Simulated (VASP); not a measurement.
# MgI2 (P-3m1) in VASP: a series of runs

Runs on MgI2. Level: PBEsol. Tasks: single point.

All numbers are computed with VASP 6.6.1; they aren't measurements. Logs are shortened: lines on timing, memory, paths and dates and some standing lists are left out, and cuts for length are marked.

### 1 The cell of the first run

It takes space group P-3m1 (No. 164, trigonal). Conventional cell: a = 4.131 Å, b = 4.131 Å, c = 7.024 Å, α = 90.00°, β = 90.00°, γ = 120.00°. Mg (site symmetry -3m) has 6 I at 2.91 Å within 3.8 Å. Within 3.8 Å of I (site symmetry 3m) lie 3 Mg at 2.91 Å.

### 2 Single point, PBEsol

Contents of INCAR:

```
SYSTEM = MgI2
PREC = Accurate
ENCUT = 520
EDIFF = 1E-7
ISMEAR = 0
SIGMA = 0.02
LREAL = .FALSE.
LASPH = .TRUE.
NELM = 60
ALGO = Normal
ISIF = 2
LWAVE = .FALSE.
LCHARG = .FALSE.
GGA = PS
NBANDS = 15
```

Contents of KPOINTS:

```
Automatic mesh
0
G
  6 6 4
  0 0 0
```

Contents of POSCAR:

```
MgI2
1.0
    4.1307255318      0.0000000000      0.0000000000
   -2.0653627659      3.5773132466      0.0000000000
    0.0000000000      0.0000000000      7.0243352534
Mg I
1 2
Direct
    0.0000000000      0.0000000000      0.0000000000
    0.3333333333      0.6666666667      0.7625121855
    0.6666666667      0.3333333333      0.2374878145
```

Potentials or basis: VASP PAW PBE potentials, release 64 (Mg, I).

On the command line:

```bash
$ cat potpaw_PBE.64/Mg/POTCAR potpaw_PBE.64/I/POTCAR > POTCAR
$ mpirun -np 1 vasp_std > vasp.out
```

OUTCAR:

```text
SYSTEM = MgI2
   PREC = Accurate
   ENCUT = 520
   EDIFF = 1E-7
   ISMEAR = 0
   LREAL = .FALSE.
   LASPH = .TRUE.
   NELM = 60
   ISIF = 2
   GGA = PS

 ion  position               nearest neighbor table
   1  0.000  0.000  0.000-   2 2.91   3 2.91   3 2.91   2 2.91   3 2.91   2 2.91
   2  0.333  0.667  0.763-   1 2.91   1 2.91   1 2.91
   3  0.667  0.333  0.237-   1 2.91   1 2.91   1 2.91

  LATTYP: Found a hexagonal cell.
 ALAT       =     4.1307255318
 C/A-ratio  =     1.7005088330

  Lattice vectors:

 A1 = (   4.1307255318,   0.0000000000,   0.0000000000)
 A2 = (  -2.0653627659,   3.5773132466,   0.0000000000)
 A3 = (   0.0000000000,   0.0000000000,   7.0243352534)

Analysis of symmetry for initial positions (statically):
=====================================================================
 Subroutine PRICEL returns:
 Original cell was already a primitive cell.

 Routine SETGRP: Setting up the symmetry group for a
 hexagonal supercell.

 Subroutine GETGRP returns: Found 12 space group operations
 (whereof 12 operations were pure point group operations)
 out of a pool of 24 trial point group operations.

The static configuration has the point symmetry D_3d.

Analysis of symmetry for dynamics (positions and initial velocities):
=====================================================================
 Subroutine PRICEL returns:
 Original cell was already a primitive cell.

 Routine SETGRP: Setting up the symmetry group for a
 hexagonal supercell.

 Subroutine GETGRP returns: Found 12 space group operations
 (whereof 12 operations were pure point group operations)
 out of a pool of 24 trial point group operations.

The dynamic configuration has the point symmetry D_3d.

 Subroutine INISYM returns: Found 12 space group operations
 (whereof 12 operations are pure point group operations),
 and found     1 'primitive' translations

----------------------------------------------------------------------------------------

                                     Primitive cell

  volume of cell :     103.7979

  direct lattice vectors                    reciprocal lattice vectors
     4.130725532  0.000000000  0.000000000     0.242088222  0.139769700  0.000000000
    -2.065362766  3.577313247  0.000000000     0.000000000  0.279539400  0.000000000
     0.000000000  0.000000000  7.024335253     0.000000000  0.000000000  0.142362226

  length of vectors
     4.130725532  4.130725532  7.024335253     0.279539400  0.279539400  0.142362226

  position of ions in fractional coordinates (direct lattice)
     0.000000000  0.000000000  0.000000000
     0.333333333  0.666666667  0.762512186
     0.666666667  0.333333333  0.237487814

  ion indices of the primitive-cell ions
   primitive index   ion index
                 1           1
                 2           2
                 3           3

----------------------------------------------------------------------------------------

 KPOINTS: Automatic mesh

Automatic generation of k-mesh.
 Grid dimensions read from file:
 generate k-points for:    6    6    4

 Generating k-lattice:

  Cartesian coordinates                     Fractional coordinates (reciprocal lattice)
     0.040348037  0.023294950  0.000000000     0.166666667  0.000000000  0.000000000
     0.000000000  0.046589900  0.000000000     0.000000000  0.166666667  0.000000000
     0.000000000  0.000000000  0.035590556     0.000000000  0.000000000  0.250000000

  Length of vectors
     0.046589900  0.046589900  0.035590556

  Shift w.r.t. Gamma in fractional coordinates (k-lattice)
     0.000000000  0.000000000  0.000000000

 Subroutine IBZKPT returns following result:
 ===========================================

 Found     24 irreducible k-points:

 Following reciprocal coordinates:
            Coordinates               Weight
  0.000000  0.000000  0.000000      1.000000
  0.166667 -0.000000  0.000000      6.000000
  0.333333  0.000000  0.000000      6.000000
  0.500000 -0.000000  0.000000      3.000000
  0.166667  0.166667  0.000000      6.000000
  0.333333  0.166667  0.000000     12.000000
[... 16 lines left out ...]
  0.333333  0.166667  0.500000     12.000000
  0.333333  0.333333  0.500000      2.000000
   k-points           NKPTS =     24   k-points in BZ     NKDIM =     24   number of bands    NBANDS=     15
   number of dos      NEDOS =    301   number of ions     NIONS =      3
   total plane-waves  NPLWV =  55296
   dimension x,y,z NGX =    32 NGY =   32 NGZ =   54
   dimension x,y,z NGXF=    64 NGYF=   64 NGZF=  108
   ions per type =               1   2
   NGX,Y,Z   is equivalent  to a cutoff of  12.88, 12.88, 12.78 a.u.
   NGXF,Y,Z  is equivalent  to a cutoff of  25.76, 25.76, 25.56 a.u.
 SYSTEM =  MgI2
   PREC   = accura    normal or accurate (medium, high low for compatibility)
   ISTART =      0    job   : 0-new  1-cont  2-samecut
   ICHARG =      2    charge: 1-file 2-atom 10-const
   ISPIN  =      1    spin polarized calculation?
   LNONCOLLINEAR =      F non collinear calculations
   LSORBIT =      F    spin-orbit coupling
   LASPH  =      T    aspherical Exc in radial PAW
   ENCUT  =  520.0 eV  38.22 Ry    6.18 a.u.   7.68  7.68 13.06*2*pi/ulx,y,z
   NELM   =     60;   NELMIN=  2; NELMDL= -5     # of ELM steps
   EDIFF  = 0.1E-06   stopping-criterion for ELM
   LREAL  =      F    real-space projection
   EDIFFG = 0.1E-05   stopping-criterion for IOM
   NSW    =      0    number of steps for IOM
   IBRION =     -1    ionic relax: 0-MD 1-quasi-New 2-CG
   NFREE  =      0    steps in history (QN), initial steepest desc. (CG)
   ISIF   =      2    stress and relaxation
   ISYM   =      2    0-nonsym 1-usesym 2-fastsym
   POTIM  = 0.5000    time-step for ionic-motion
   TEBEG  =    0.0;   TEEND  =   0.0 temperature during run
   PSTRESS=    0.0 pullay stress
   NELECT =      16.0000    total number of electrons
   NUPDOWN=      -1.0000    fix difference up-down
   EMIN   =  10.00;   EMAX   =-10.00  energy-range for DOS
   EFERMI =   0.00;   METHOD = LEGACY
   ISMEAR =     0;   SIGMA  =   0.02  broadening in eV -4-tet -1-fermi 0-gaus
   EFERMI_NEDOS =   21; number of points for ismear=-14 and -15
   IALGO  =     38    algorithm
   IMIX   =      4    mixing-type and parameters
     AMIX     =   0.40;   BMIX     =  1.00
     AMIX_MAG =   1.60;   BMIX_MAG =  1.00
  volume/ion in A,a.u.               =      34.60       233.49
  Fermi-wavevector in a.u.,A,eV,Ry     =   0.877779  1.658762 10.483240  0.770496
  Thomas-Fermi vector in A             =   1.997775
   LORBIT       =      0    0 simple, 1 ext, 2 COOP (PROOUT), +10 PAW based schemes
   GGA     = PS    functional components
   LHFCALC =     F    Hartree Fock is set to
   AEXX    =    0.0000 exact exchange contribution
   IVDW    =     0    specifies the selected vdW correction
   LEPSILON=     F    determine dielectric tensor
   LRPA    =     F    only Hartree local field effects (RPA)
 non-spin polarized calculation
 Gauss-broadening in eV      SIGMA  =   0.02
  energy-cutoff  :      520.00
  volume of cell :      103.80
 maximum number of plane-waves:      2812
 NGX is ok and might be reduce to    32
   NGX = 15   NGY = 15   NGZ = 27

 number of electron      16.0000002 magnetization

 Free energy of the ion-electron system (eV)
  ---------------------------------------------------
  ext. energy  EPLUGINS =         0.00000000
  ---------------------------------------------------
  free energy    TOTEN  =        -8.42226723 eV

  energy without entropy =       -8.42226723  energy(sigma->0) =       -8.42226723

 E-fermi :   2.2071     XC(G=0):  -8.2954

 val. band max:        2.0578816602   @ k =   0.0000   0.0000   0.0000
 cond. band min:       5.5951634211   @ k =   0.5000  -0.0000   0.2500
 fundamental gap:      3.5372817609
 Fermi energy:         2.2071056171

 k-point     1 :       0.0000    0.0000    0.0000
  band No.  band energies     occupation
      1     -10.0144      2.00000
      2      -9.3343      2.00000
      3      -1.4435      2.00000
      4       1.6955      2.00000
      5       1.6955      2.00000
      6       1.9966      2.00000
      7       2.0579      2.00000
      8       2.0579      2.00000
      9       5.7496      0.00000
     10       6.8082      0.00000
     11       8.7857      0.00000
     12       8.7857      0.00000
     13       9.3433      0.00000
     14      10.1945      0.00000
     15      10.1945      0.00000

 k-point     2 :       0.1667   -0.0000    0.0000
  band No.  band energies     occupation
      1      -9.8695      2.00000
      2      -9.2559      2.00000
      3      -1.2537      2.00000
      4       0.6605      2.00000
      5       1.1686      2.00000
      6       1.3792      2.00000
      7       1.9273      2.00000
      8       1.9893      2.00000
      9       6.6538      0.00000
     10       7.4224      0.00000
     11       8.2588      0.00000
     12       9.1766      0.00000
     13       9.2068      0.00000
     14      10.0738      0.00000
     15      10.6279      0.00000

 k-point     3 :       0.3333    0.0000    0.0000
  band No.  band energies     occupation
      1      -9.5246      2.00000
      2      -9.1137      2.00000
      3      -1.1210      2.00000
      4      -0.5449      2.00000
      5       0.1398      2.00000
      6       0.9294      2.00000
      7       1.5989      2.00000
      8       1.7573      2.00000
      9       6.1303      0.00000
     10       7.4629      0.00000
     11       7.9496      0.00000
     12       9.2341      0.00000
     13       9.5668      0.00000
     14      10.6191      0.00000
     15      11.0621      0.00000

 k-point     4 :       0.5000   -0.0000    0.0000
  band No.  band energies     occupation
      1      -9.2852      2.00000
      2      -9.0850      2.00000
      3      -1.5609      2.00000
      4      -0.8186      2.00000
      5       0.2636      2.00000
      6       0.7456      2.00000
      7       1.1975      2.00000
      8       1.6352      2.00000
      9       5.6936      0.00000
     10       7.3323      0.00000
     11       7.5248      0.00000
     12       9.0937      0.00000
     13       9.8920      0.00000
     14      11.2163      0.00000
     15      11.5633      0.00000
[... 307 lines left out ...]
 k-point    22 :       0.1667    0.1667    0.5000
  band No.  band energies     occupation
      1      -9.5324      2.00000
      2      -9.2505      2.00000
      3      -0.9180      2.00000
      4      -0.2702      2.00000
      5       0.5366      2.00000
      6       1.0800      2.00000
      7       1.3028      2.00000
      8       1.4624      2.00000
      9       6.7703      0.00000
     10       7.8793      0.00000
     11       8.6992      0.00000
     12       8.9864      0.00000
     13       9.3342      0.00000
     14       9.6005      0.00000
     15      10.6883      0.00000

 k-point    23 :       0.3333    0.1667    0.5000
  band No.  band energies     occupation
      1      -9.2528      2.00000
      2      -9.1206      2.00000
      3      -1.3718      2.00000
      4      -0.8845      2.00000
      5       0.1403      2.00000
      6       0.5513      2.00000
      7       1.3226      2.00000
      8       1.4905      2.00000
      9       6.3754      0.00000
     10       7.5826      0.00000
     11       8.2586      0.00000
     12       8.9424      0.00000
     13       9.1198      0.00000
     14      10.3163      0.00000
     15      11.2473      0.00000

 k-point    24 :       0.3333    0.3333    0.5000
  band No.  band energies     occupation
      1      -9.1152      2.00000
      2      -9.1152      2.00000
      3      -1.1257      2.00000
      4      -0.6786      2.00000
      5      -0.6786      2.00000
      6      -0.1238      2.00000
      7       1.4853      2.00000
      8       1.4853      2.00000
      9       6.8704      0.00000
     10       7.7896      0.00000
     11       7.7896      0.00000
     12       9.3439      0.00000
     13      10.4537      0.00000
     14      10.6010      0.00000
     15      10.8406      0.00000

------------------------ aborting loop because EDIFF is reached ----------------------------------------

  FORCE on cell =-STRESS in cart. coord.  units (eV):
  Direction    XX          YY          ZZ          XY          YZ          ZX
  --------------------------------------------------------------------------------------
  -------------------------------------------------------------------------------------
  Total       -0.0140374     -0.0140374     -0.0089310     -0.0000000      0.0000000      0.0000000
  in kB       -0.2166754     -0.2166754     -0.1378550     -0.0000000      0.0000000      0.0000000
  external PRESSURE =      -0.1904019 kB  Pullay stress =       0.0000000 kB

 VOLUME and BASIS-vectors are now :
 -----------------------------------------------------------------------------
  energy-cutoff  :      520.00
  volume of cell :      103.80
      direct lattice vectors                 reciprocal lattice vectors
     4.130725532  0.000000000  0.000000000     0.242088222  0.139769700  0.000000000
    -2.065362766  3.577313247  0.000000000     0.000000000  0.279539400  0.000000000
     0.000000000  0.000000000  7.024335253     0.000000000  0.000000000  0.142362226

 POSITION                                       TOTAL-FORCE (eV/Angst)
 -----------------------------------------------------------------------------------
      0.00000      0.00000      0.00000         0.000000      0.000000      0.000000
     -0.00000      2.38488      5.35614         0.000000      0.000000      0.002890
      2.06536      1.19244      1.66819        -0.000000     -0.000000     -0.002890
 -----------------------------------------------------------------------------------
    total drift:                               -0.000000      0.000000     -0.000000

  FREE ENERGIE OF THE ION-ELECTRON SYSTEM (eV)
  ---------------------------------------------------
  free  energy   TOTEN  =        -8.4222672271 eV

  energy  without entropy=       -8.4222672271  energy(sigma->0) =       -8.42226723
```

Run time: 30 s. Hardware: 1 thread of Intel Xeon Platinum 8259CL at 2.50GHz (Skylake/Cascade Lake), shared host; peak memory 0.23 GiB.

Results:

| Item | Value |
| --- | --- |
| Free energy | -8.4223 eV |
| Pressure | 0.0 GPa |
| Band gap on the k mesh | 3.54 eV, indirect (least direct gap 3.69 eV) |

Forces in eV/Å, atoms in the order of the input:
```
Mg   0.000  0.000  0.000
I    0.000  0.000  0.003
I    0.000  0.000 -0.003
```

Levels at points of the mesh, in eV from the valence-band top:
| k point | band 5 | band 6 | band 7 | band 8 | band 9 | band 10 | band 11 | band 12 |
| --- | --- | --- | --- | --- | --- | --- | --- | --- |
| (0.00, 0.00, 0.00) | -0.36 | -0.06 | 0.00 | 0.00 | 3.69 | 4.75 | 6.73 | 6.73 |
| (0.50, 0.00, 0.00) | -1.79 | -1.31 | -0.86 | -0.42 | 3.64 | 5.27 | 5.47 | 7.04 |
| (0.00, 0.00, 0.50) | -0.29 | -0.29 | -0.08 | -0.08 | 4.64 | 4.81 | 6.58 | 6.58 |
| (0.50, 0.00, 0.50) | -1.18 | -1.17 | -0.78 | -0.61 | 3.54 | 5.16 | 5.56 | 6.03 |

Caveat: the PAW data sets were made with another functional, which shifts forces and pressure a little; spin-orbit coupling is left out, which moves the levels of the heavy elements; this functional lacks dispersion, which binds the layers, so the pressure and a relaxed spacing across them are unreliable.

### 3 Single point, PBEsol

Contents of INCAR:

```
  PREC = Accurate
  ENCUT = 520
  EDIFF = 1E-7
  ISMEAR = 0
  SIGMA = 0.02
  LREAL = F
  LASPH = T
  NELM = 100
  ALGO = Normal
  ISIF = 2
  LWAVE = F
  LCHARG = F
  GGA = PS
  NBANDS = 15
```

Contents of KPOINTS:

```
Automatic mesh
0
Gamma
  6 6 4
```

POSCAR is that of step 2.

Potentials or basis: VASP PAW PBE potentials, release 64 (Mg, I).

On the command line:

```bash
$ cat potpaw_PBE.64/Mg/POTCAR potpaw_PBE.64/I/POTCAR > POTCAR
$ mpirun -np 1 vasp_std > vasp.out
```

It took 30 s on 1 thread of Intel Xeon Platinum 8259CL at 2.50GHz (Skylake/Cascade Lake), shared host; peak memory 0.23 GiB.

Results (log left out):

```
Free energy            : -8.4223 eV
Pressure               : 0.0 GPa
Band gap on the k mesh : 3.54 eV, indirect (least direct gap 3.69 eV)
```

Forces in eV/Å, atoms in the order of the input:
```
Mg   0.000  0.000  0.000
I    0.000  0.000  0.003
I    0.000  0.000 -0.003
```

Levels at points of the mesh, in eV from the valence-band top:
```tsv
k point	band 4	band 5	band 6	band 7	band 8	band 9	band 10	band 11	band 12	band 13
(0.00, 0.00, 0.00)	-0.36	-0.36	-0.06	0.00	0.00	3.69	4.75	6.73	6.73	7.29
(0.50, 0.00, 0.00)	-2.88	-1.79	-1.31	-0.86	-0.42	3.64	5.27	5.47	7.04	7.83
(0.00, 0.00, 0.50)	-1.37	-0.29	-0.29	-0.08	-0.08	4.64	4.81	6.58	6.58	7.86
(0.50, 0.00, 0.50)	-3.18	-1.18	-1.17	-0.78	-0.61	3.54	5.16	5.56	6.03	7.71
```

Caveat: the PAW data sets were made with another functional, which shifts forces and pressure a little; spin-orbit coupling is left out, which moves the levels of the heavy elements; this functional lacks dispersion, which binds the layers, so the pressure and a relaxed spacing across them are unreliable. A k mesh can miss the band edges.

[end of part 1 of 2]
